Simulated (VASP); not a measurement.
# HPt3 in VASP: further runs, part 2 of 2

VASP 6.6.1. Earlier steps stand in the parts before.

## 3. Single point, PBE

INCAR

```
PREC = Accurate ; ENCUT = 520
EDIFF = 1E-6 ; ISMEAR = 0
SIGMA = 0.1 ; LREAL = False
LASPH = True ; NELM = 80
ALGO = Normal ; ISIF = 2
LWAVE = False ; LCHARG = True
LDIPOL = True ; IDIPOL = 3
DIPOL = 0.5 0.5 0.355 ; GGA = PE
LELF = True ; LVHAR = True
LVACPOTAV = True ; NBANDS = 24
```

KPOINTS

```
regular mesh
0
Gamma
  12 12 1
```

POSCAR

```
HPt3
1.0
    2.8071640675      0.0000000000      0.0000000000
   -1.4035820338      2.4310753951      0.0000000000
    0.0000000000      0.0000000000     20.1192652917
Pt H
3 1
Direct
    0.6666666667      0.3333333333      0.1988144170
    0.3333333333      0.6666666667      0.3136149989
    0.0000000000      0.0000000000      0.4317937367
    0.6666666667      0.3333333333      0.4770155153
```

Potentials or basis: VASP PAW PBE potentials, release 64 (Pt, H).

Command:

```
$ cat potpaw_PBE.64/Pt/POTCAR potpaw_PBE.64/H/POTCAR > POTCAR
$ mpirun -np 1 vasp_std > vasp.out
```

OUTCAR:

```text
PREC = Accurate
   ENCUT = 520
   EDIFF = 1E-6
   ISMEAR = 0
   LREAL = False
   LASPH = True
   NELM = 80
   ISIF = 2
   GGA = PE

 ion  position               nearest neighbor table
   1  0.667  0.333  0.199-   2 2.82   2 2.82   2 2.82
   2  0.333  0.667  0.314-   1 2.82   1 2.82   1 2.82   3 2.88   3 2.88   3 2.88
   3  0.000  0.000  0.432-   4 1.86   4 1.86   4 1.86   2 2.88   2 2.88   2 2.88
   4  0.667  0.333  0.477-   3 1.86   3 1.86   3 1.86

  LATTYP: Found a hexagonal cell.
 ALAT       =     2.8071640675
 C/A-ratio  =     7.1671141436

  Lattice vectors:

 A1 = (   2.8071640675,   0.0000000000,   0.0000000000)
 A2 = (  -1.4035820338,   2.4310753951,   0.0000000000)
 A3 = (   0.0000000000,   0.0000000000,  20.1192652917)

Analysis of symmetry for initial positions (statically):
=====================================================================
 Subroutine PRICEL returns:
 Original cell was already a primitive cell.

 Routine SETGRP: Setting up the symmetry group for a
 hexagonal supercell.

 Subroutine GETGRP returns: Found  6 space group operations
 (whereof  6 operations were pure point group operations)
 out of a pool of 24 trial point group operations.

[... 168 lines left out ...]
 cond. band min:       0.1150617821   @ k =   0.5000   0.0000   0.0000
 fundamental gap:      0.0186885777
 Fermi energy:         0.1132631727

 k-point     1 :       0.0000    0.0000    0.0000
  band No.  band energies     occupation
      1      -9.7453      2.00000
      2      -8.0763      2.00000
      3      -6.5427      2.00000
      4      -3.5221      2.00000
      5      -3.4215      2.00000
      6      -3.4215      2.00000
[... 502 lines left out ...]
     23       9.1462      0.00000
     24       9.6212      0.00000

------------------------ aborting loop because EDIFF is reached ----------------------------------------

  FORCE on cell =-STRESS in cart. coord.  units (eV):
  Direction    XX          YY          ZZ          XY          YZ          ZX
  --------------------------------------------------------------------------------------
  -------------------------------------------------------------------------------------
  Total       -2.9976776     -2.9976776      0.2314675      0.0000000      0.0000000      0.0000000
  in kB      -34.9797870    -34.9797870      2.7009859      0.0000000      0.0000000      0.0000000
  external PRESSURE =     -22.4195294 kB  Pullay stress =       0.0000000 kB

 VOLUME and BASIS-vectors are now :
 -----------------------------------------------------------------------------
  energy-cutoff  :      520.00
  volume of cell :      137.30
      direct lattice vectors                 reciprocal lattice vectors
     2.807164068  0.000000000  0.000000000     0.356231405  0.205670298  0.000000000
    -1.403582034  2.431075395  0.000000000     0.000000000  0.411340595  0.000000000
     0.000000000  0.000000000 20.119265292     0.000000000  0.000000000  0.049703604

 POSITION                                       TOTAL-FORCE (eV/Angst)
 -----------------------------------------------------------------------------------
      1.40358      0.81036      4.00000         0.000000     -0.000000     -0.122840
     -0.00000      1.62072      6.30970        -0.000000      0.000000      0.129889
      0.00000      0.00000      8.68737        -0.000000     -0.000000     -0.021198
      1.40358      0.81036      9.59720         0.000000     -0.000000      0.014150
 -----------------------------------------------------------------------------------
    total drift:                               -0.000000      0.000000      0.000056

  FREE ENERGIE OF THE ION-ELECTRON SYSTEM (eV)
  ---------------------------------------------------
  free  energy   TOTEN  =       -20.8279037248 eV

  energy  without entropy=      -20.8044903378  energy(sigma->0) =      -20.81619703

 vacuum level on the upper side and lower side of the slab         5.341         5.896
```

OSZICAR:

```text
N       E                     dE             d eps       ncg     rms          rms(c)
DAV:   1     0.183821404166E+03    0.18382E+03   -0.13102E+04   920   0.107E+03
DAV:   2    -0.151850571424E+02   -0.19901E+03   -0.17664E+03  1144   0.224E+02
DAV:   3    -0.220058155919E+02   -0.68208E+01   -0.65632E+01  1072   0.431E+01
[... 19 lines left out ...]
DAV:  23    -0.208278940230E+02   -0.69840E-05   -0.21644E-07   704   0.261E-03    0.100E-03
DAV:  24    -0.208278994757E+02   -0.54527E-05   -0.18655E-07   712   0.189E-03    0.119E-03
DAV:  25    -0.208279022956E+02   -0.28199E-05   -0.12242E-07   672   0.205E-03    0.282E-04
DAV:  26    -0.208279034659E+02   -0.11704E-05   -0.34054E-08   672   0.766E-04    0.263E-04
DAV:  27    -0.208279037248E+02   -0.25887E-06   -0.66611E-09   704   0.313E-04
   1 F= -.20827904E+02 E0= -.20816197E+02  d E =-.234134E-01
```

stdout:

```text
POSCAR found type information on POSCAR PtH
 POSCAR found :  2 types and       4 ions
 scaLAPACK will be used
 LDA part: xc-table for (Slater+PW92), standard interpolation
 POSCAR, INCAR and KPOINTS ok, starting setup
 FFT: planning ... GRIDC
 FFT: planning ... GRID_SOFT
 FFT: planning ... GRID
 WAVECAR not read
 entering main loop
 -----------------------------------------------------------------------------
|                                                                             |
|           W    W    AA    RRRRR   N    N  II  N    N   GGGG   !!!           |
|           W    W   A  A   R    R  NN   N  II  NN   N  G    G  !!!           |
|           W    W  A    A  R    R  N N  N  II  N N  N  G       !!!           |
|           W WW W  AAAAAA  RRRRR   N  N N  II  N  N N  G  GGG   !            |
|           WW  WW  A    A  R   R   N   NN  II  N   NN  G    G                |
|           W    W  A    A  R    R  N    N  II  N    N   GGGG   !!!           |
|                                                                             |
|     Did not find any points to average over, which means that no vacuum     |
|     field-free region was found. Please increase the size of  your cell     |
|     in the dimension of the dipole correction to obtain accurate            |
|     workfunction values.                                                    |
|                                                                             |
 -----------------------------------------------------------------------------
```

Wall time 1.8 min (1 thread of Intel Xeon 6975P-C, shared host); peak memory 0.3 GiB.

Results:

| Item | Value |
| --- | --- |
| Free energy | -20.8279 eV |
| Largest force | 0.130 eV/Å |

Forces in eV/Å, atoms in the order of the input:
```
Pt   0.000  0.000 -0.123
Pt   0.000  0.000  0.130
Pt   0.000  0.000 -0.021
H    0.000  0.000  0.014
```

Levels at points of the mesh, in eV from the Fermi level:
| k point | band 12 | band 13 | band 14 | band 15 | band 16 | band 17 | band 18 | band 19 |
| --- | --- | --- | --- | --- | --- | --- | --- | --- |
| (0.00, 0.00, 0.00) | -2.55 | -1.36 | -1.36 | -0.92 | -0.92 | -0.08 | -0.08 | 0.29 |
| (0.50, 0.00, 0.00) | -0.26 | 0.00 | 0.16 | 0.31 | 0.62 | 2.01 | 2.88 | 4.18 |

Caveat: spin-orbit coupling is left out, which moves the levels of the heavy elements.
